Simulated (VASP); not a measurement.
Write the native input for VASP 6.6.1 that does the following.

* Task: relaxation of cell and atoms
* Functional: PBE
* Potentials or basis: VASP PAW PBE potentials, release 64 (Be, Cd, Te)
* Cutoff: 600 eV
* k mesh: 10 × 10 × 4
* Occupations: gaussian, width 0.1 eV
* Spin: no spin polarisation
* Dipole correction: no
* Further INCAR settings: ALGO = Normal; EDIFF = 1e-07; IBRION = 2; EDIFFG = -0.01; NSW = 100; ISIF = 3

The structure of BeCd2Te3 lies in POSCAR:

```
BeCd2Te3
1.0
    3.6685857632      0.0000000000      0.0000000000
    0.0000000000      3.6685857632      0.0000000000
    0.0000000000      0.0000000000     10.9241482979
Be Cd Te
1 2 3
Direct
    0.0000000000      0.0000000000      0.0000000000
    0.0000000000      0.0000000000      0.3276990194
    0.0000000000      0.0000000000      0.6723009806
    0.5000000000      0.5000000000      0.1387937741
    0.5000000000      0.5000000000      0.5000000000
    0.5000000000      0.5000000000      0.8612062259
```

The cell was built from a structure type or drawn by symmetry, and may not be a known phase.

The input as run:

INCAR

```
SYSTEM = BeCd2Te3
PREC = Accurate ; ENCUT = 600
EDIFF = 1E-7 ; ISMEAR = 0
SIGMA = 0.1 ; LREAL = .FALSE.
LASPH = .TRUE. ; NELM = 120
ALGO = Normal ; ISIF = 3
LWAVE = .FALSE. ; LCHARG = .FALSE.
GGA = PE ; IBRION = 2
NSW = 100 ; EDIFFG = -0.01
GGA_COMPAT = .FALSE. ; NELMIN = 4
```

KPOINTS

```
Automatic mesh
0
G
  10 10 4
  0 0 0
```

Potentials or basis: VASP PAW PBE potentials, release 64 (Be, Cd, Te).

The run is started by

```console
$ cat potpaw_PBE.64/Be/POTCAR potpaw_PBE.64/Cd/POTCAR potpaw_PBE.64/Te/POTCAR > POTCAR
$ mpirun -np 1 vasp_std > vasp.out
```

Results of the run:

The relaxed volume is 24.63 Å³/atom. The relaxed cell is a = 3.511 Å, b = 3.511 Å, c = 11.988 Å, α = 90.00°, β = 90.00°, γ = 90.00°. The space group after relaxing (to 0.1 Å) is P4/mmm (No. 123), the energy gained by relaxing is 8.5 meV/atom and the ionic steps are 26. The pressure after relaxing is 0.0 GPa. The largest force after relaxing is 0.004 eV/Å and the band gap on the k mesh is zero (bands 22 and 23 overlap by 1.95 eV).

Caveat: spin-orbit coupling is left out, which moves the levels of the heavy elements.

Run time: 39 min on 1 thread of Intel(R) Xeon(R) 6975P-C (Granite Rapids), on a shared host, peak memory 0.52 GiB.
